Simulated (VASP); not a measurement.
# Sn3Se (Pm-3m) in VASP: notebook, part 2 of 2

VASP 6.6.1.

### 4 Single point, r2SCAN

This run uses another cell than the first one, of 28.26 Å³/atom, 1.039 times its volume.

File POSCAR:

```
Sn3Se
1.0
    4.8348806308      0.0000000000      0.0000000000
    0.0000000000      4.8348806308      0.0000000000
    0.0000000000      0.0000000000      4.8348806308
Sn Se
3 1
Direct
    0.5000000000      0.5000000000      0.0000000000
    0.5000000000      0.0000000000      0.5000000000
    0.0000000000      0.5000000000      0.5000000000
    0.0000000000      0.0000000000      0.0000000000
```

File INCAR.step1:

```
ALGO = Normal ; EDIFF = 1E-4
ENCUT = 520 ; GGA = PE
ISMEAR = -1 ; LASPH = True
LCHARG = False ; LREAL = False
LWAVE = True ; NBANDS = 32
NELM = 80 ; PREC = Accurate
SIGMA = 0.05
```

File INCAR.step2:

```
ALGO = Normal ; EDIFF = 1E-6
ENCUT = 520 ; ISIF = 2
ISMEAR = -1 ; ISTART = 1
LASPH = True ; LCHARG = False
LMIXTAU = True ; LREAL = False
LWAVE = False ; METAGGA = R2SCAN
NBANDS = 32 ; NELM = 80
PREC = Accurate ; SIGMA = 0.05
```

File KPOINTS:

```
k-points
0
Gamma
  6 6 6
```

Potentials or basis: VASP PAW PBE potentials, release 64 (Sn_d, Se).

Started as:

```
> cat potpaw_PBE.64/Sn_d/POTCAR potpaw_PBE.64/Se/POTCAR > POTCAR
> cp INCAR.step1 INCAR
> mpirun -np 1 vasp_std > vasp.out
> cp INCAR.step2 INCAR
> mpirun -np 1 vasp_std > vasp.out
```

OUTCAR:

```text
EDIFF = 1E-6
   ENCUT = 520
   ISIF = 2
   ISMEAR = -1
   ISTART = 1
   LASPH = True
   LREAL = False
   METAGGA = R2SCAN
   NELM = 80
   PREC = Accurate

 ion  position               nearest neighbor table
   1  0.500  0.500  0.000-   2 3.42   3 3.42   2 3.42   3 3.42   2 3.42   2 3.42   3 3.42   3 3.42

   2  0.500  0.000  0.500-   1 3.42   3 3.42   1 3.42   1 3.42   3 3.42   1 3.42   3 3.42   3 3.42

   3  0.000  0.500  0.500-   1 3.42   2 3.42   1 3.42   2 3.42   1 3.42   2 3.42   1 3.42   2 3.42

   4  0.000  0.000  0.000-

  LATTYP: Found a simple cubic cell.
 ALAT       =     4.8348806308

  Lattice vectors:

 A1 = (   4.8348806308,   0.0000000000,   0.0000000000)
 A2 = (   0.0000000000,   4.8348806308,   0.0000000000)
 A3 = (   0.0000000000,   0.0000000000,   4.8348806308)

Analysis of symmetry for initial positions (statically):
=====================================================================
 Subroutine PRICEL returns:
 Original cell was already a primitive cell.

 Routine SETGRP: Setting up the symmetry group for a
 simple cubic supercell.

 Subroutine GETGRP returns: Found 48 space group operations
 (whereof 48 operations were pure point group operations)
 out of a pool of 48 trial point group operations.

The static configuration has the point symmetry O_h .

Analysis of symmetry for dynamics (positions and initial velocities):
=====================================================================
 Subroutine PRICEL returns:
 Original cell was already a primitive cell.

 Routine SETGRP: Setting up the symmetry group for a
 simple cubic supercell.

 Subroutine GETGRP returns: Found 48 space group operations
 (whereof 48 operations were pure point group operations)
[... 114 lines left out ...]
   EMIN   =  10.00;   EMAX   =-10.00  energy-range for DOS
   EFERMI =   0.00;   METHOD = LEGACY
   ISMEAR =    -1;   SIGMA  =   0.05  broadening in eV -4-tet -1-fermi 0-gaus
   EFERMI_NEDOS =   21; number of points for ismear=-14 and -15
   IALGO  =     38    algorithm
   IMIX   =      4    mixing-type and parameters
     AMIX     =   0.40;   BMIX     =  1.00
     AMIX_MAG =   1.60;   BMIX_MAG =  1.00
  volume/ion in A,a.u.               =      28.26       190.68
  Fermi-wavevector in a.u.,A,eV,Ry     =   1.230560  2.325421 20.603004  1.514278
  Thomas-Fermi vector in A             =   2.365404
   LORBIT       =      0    0 simple, 1 ext, 2 COOP (PROOUT), +10 PAW based schemes
   METAGGA = R2SCAN    functional components
   LHFCALC =     F    Hartree Fock is set to
   AEXX    =    0.0000 exact exchange contribution
   IVDW    =     0    specifies the selected vdW correction
   LEPSILON=     F    determine dielectric tensor
   LRPA    =     F    only Hartree local field effects (RPA)
 non-spin polarized calculation
  energy-cutoff  :      520.00
  volume of cell :      113.02
 maximum number of plane-waves:      3112
 NGX is ok and might be reduce to    36
   NGX = 17   NGY = 17   NGZ = 17

 number of electron      48.0000043 magnetization

 Free energy of the ion-electron system (eV)
  ---------------------------------------------------
  ext. energy  EPLUGINS =         0.00000000
  ---------------------------------------------------
  free energy    TOTEN  =       -87.66403555 eV

  energy without entropy =      -87.64567379  energy(sigma->0) =      -87.65485467

 E-fermi :   6.5351     XC(G=0): -10.6057

 val. band max:        6.5253247008   @ k =   0.5000   0.1667   0.1667
 cond. band min:       6.5403112725   @ k =   0.3333   0.3333   0.3333
 fundamental gap:      0.0149865717
 Fermi energy:         6.5350649483

 k-point     1 :       0.0000    0.0000    0.0000
  band No.  band energies     occupation
      1     -15.9959      2.00000
      2     -15.9959      2.00000
      3     -15.9959      2.00000
      4     -15.9942      2.00000
      5     -15.9942      2.00000
      6     -15.9333      2.00000
[... 689 lines left out ...]
     31      12.5770      0.00000
     32      13.7721      0.00000

------------------------ aborting loop because EDIFF is reached ----------------------------------------

  FORCE on cell =-STRESS in cart. coord.  units (eV):
  Direction    XX          YY          ZZ          XY          YZ          ZX
  --------------------------------------------------------------------------------------
  -------------------------------------------------------------------------------------
  Total       -2.1372768     -2.1372768     -2.1372768     -0.0000000      0.0000000     -0.0000000
  in kB      -30.2980087    -30.2980087    -30.2980087     -0.0000000      0.0000000     -0.0000000
  external PRESSURE =     -30.2980087 kB  Pullay stress =       0.0000000 kB

 VOLUME and BASIS-vectors are now :
 -----------------------------------------------------------------------------
  energy-cutoff  :      520.00
  volume of cell :      113.02
      direct lattice vectors                 reciprocal lattice vectors
     4.834880631  0.000000000  0.000000000     0.206830339  0.000000000  0.000000000
     0.000000000  4.834880631  0.000000000     0.000000000  0.206830339  0.000000000
     0.000000000  0.000000000  4.834880631     0.000000000  0.000000000  0.206830339

 POSITION                                       TOTAL-FORCE (eV/Angst)
 -----------------------------------------------------------------------------------
      2.41744      2.41744      0.00000         0.000000      0.000000      0.000000
      2.41744      0.00000      2.41744         0.000000      0.000000      0.000000
      0.00000      2.41744      2.41744         0.000000      0.000000      0.000000
      0.00000      0.00000      0.00000         0.000000      0.000000      0.000000
 -----------------------------------------------------------------------------------
    total drift:                                0.000000      0.000000      0.000000

  FREE ENERGIE OF THE ION-ELECTRON SYSTEM (eV)
  ---------------------------------------------------
  free  energy   TOTEN  =       -87.6640355475 eV

  energy  without entropy=      -87.6456737851  energy(sigma->0) =      -87.65485467
```

It took 5.4 min on 1 thread of AMD EPYC 7R13, shared host; peak memory 0.22 GiB.

What came out:

| Item | Value |
| --- | --- |
| Free energy | -87.6640 eV |
| Pressure | -3.0 GPa |
| Band gap on the k mesh | zero (band 24 reaches 8.37 eV, above the bottom of band 25 at 6.13 eV) |

Caveat: the PAW data sets were made with another functional, which shifts forces and pressure a little; spin-orbit coupling is left out, which moves the levels of the heavy elements.

### 5 Overview

| cell | gap on the mesh (eV) | pressure (GPa) |
| --- | --- | --- |
| a = 4.773 Å, 4 atoms | none | -1.5 |
| a = 4.804 Å, 4 atoms | none | -2.3 |
| a = 4.835 Å, 4 atoms | none | -3.0 |

Alike in all rows: task single point; level r2SCAN; potentials or basis VASP PAW PBE potentials, release 64 (Sn_d, Se); no spin polarisation; k mesh 6 × 6 × 6; cutoff (eV) 520; smearing fermi-dirac 0.05 eV.

Caveats: the PAW data sets were made with another functional, which shifts forces and pressure a little; spin-orbit coupling is left out, which moves the levels of the heavy elements.

Absolute energies hang on the potentials; compare differences alone.
